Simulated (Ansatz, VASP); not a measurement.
## Ir4W: VASP beside Ansatz

```xyz
5
Lattice="1.3778 0.7955 11.3106 -1.3778 0.7955 11.3106 0.0000 -1.5910 11.3106" Properties=species:S:1:pos:R:3 pbc="T T T"
Ir    0.0000    0.0000   20.3703
Ir    0.0000    0.0000    6.7589
Ir    0.0000    0.0000   27.1728
Ir    0.0000    0.0000   13.5614
W     0.0000    0.0000    0.0000
```

Alike in both runs: task single point; functional PBE; k mesh 6 × 6 × 6; occupations gaussian, width 0.1 eV; no spin polarisation.

|  | VASP | Ansatz |
| --- | --- | --- |
| version | VASP 6.6.1 | Ansatz 0.2.0 |
| potentials or method | VASP PAW PBE potentials, release 64 (Ir, W_sv), cutoff 520 eV | scalar-relativistic, plane waves, PAW |
| valence electrons in the cell | 50 | 82 |

Ansatz gave:

```
gap on the k mesh at the Fermi level (eV)                     : none
pressure (GPa)                                                : -1.3
traceless stress, the component that is largest in VASP (GPa) : -4.12
rms of the force components (eV/Å)                            : 0.030
```

Q: Which values does VASP return?

A: gap on the k mesh at the Fermi level (eV): none; pressure (GPa): -0.7; traceless stress, the component that is largest in VASP (GPa): -4.09; rms of the force components (eV/Å): 0.034.

Atom by atom the forces differ by 0.004 eV/Å (rms over components). A gap of «none» marks a metal or a gap that the smearing closes. VASP's potentials hold 50 valence electrons a cell and Ansatz's 82, so a difference there can come from the potentials and not from the codes.

The k mesh is coarse, so the values compare programs but aren't converged. Spin-orbit coupling is off throughout.
